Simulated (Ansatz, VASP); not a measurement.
# One calculation of Al3O, two programs

File INCAR:

```
PREC = Accurate
ENCUT = 520
EDIFF = 1E-6
ISMEAR = 0
SIGMA = 0.1
LREAL = F
LASPH = T
NELM = 60
ALGO = Normal
ISIF = 2
LWAVE = F
LCHARG = F
LDIPOL = T
IDIPOL = 3
DIPOL = 0.5 0.5 0.335
GGA = CA
NBANDS = 16
```

File KPOINTS:

```
regular mesh
0
Gamma
  9 9 1
```

POSCAR

```
Al3O
1.0
    2.8168432364      0.0000000000      0.0000000000
    0.0000000000      2.8168432364      0.0000000000
    0.0000000000      0.0000000000     21.1042970937
Al O
3 1
Direct
    0.5000000000      0.5000000000      0.1895348602
    0.0000000000      0.0000000000      0.2867549192
    0.5000000000      0.5000000000      0.3840117042
    0.5000000000      0.5000000000      0.4802006458
```

Input for Ansatz:

```yaml
crystal:
  lattice:
    - [2.8168432364, 0.0, 0.0]
    - [0.0, 2.8168432364, 0.0]
    - [0.0, 0.0, 21.1042970937]
  atoms:
    - { symbol: Al, position: [0.5, 0.5, 0.1895348602] }
    - { symbol: Al, position: [0.0, 0.0, 0.2867549192] }
    - { symbol: Al, position: [0.5, 0.5, 0.3840117042] }
    - { symbol: O, position: [0.5, 0.5, 0.4802006458] }
basis:
  ecutwfc: 420
kpoints:
  mp_grid: { grid: [9, 9, 1] }
hamiltonian:
  xc: lda
scf:
  occupations: { method: gaussian, width: 0.1 }
output:
  forces: true
  eigenvalues: true
efield:
  axis: 3
  dipole_correction: true
  ramp_width: 0.04
```

Alike in both runs: task single point; functional LDA; k mesh 9 × 9 × 1; occupations gaussian, width 0.1 eV; no spin polarisation.

|  | VASP | Ansatz |
| --- | --- | --- |
| version | VASP 6.6.1 | Ansatz 0.2.0 |
| potentials or method | VASP PAW LDA potentials, release 64 (Al, O), cutoff 520 eV | scalar-relativistic, plane waves, PAW |
| valence electrons in the cell | 15 | 15 |

|  | VASP | Ansatz | Ansatz less VASP |
| --- | --- | --- | --- |
| gap on the k mesh at the Fermi level (eV) | none | none | - |
| rms of the force components (eV/Å) | 1.570 | 1.590 | +0.0196 |

LDA's correlation is that of Perdew and Zunger in VASP and of Perdew and Wang (1992) in Ansatz. Atom by atom the forces differ by 0.020 eV/Å (rms over components). A gap of «none» marks a metal or a gap that the smearing closes.
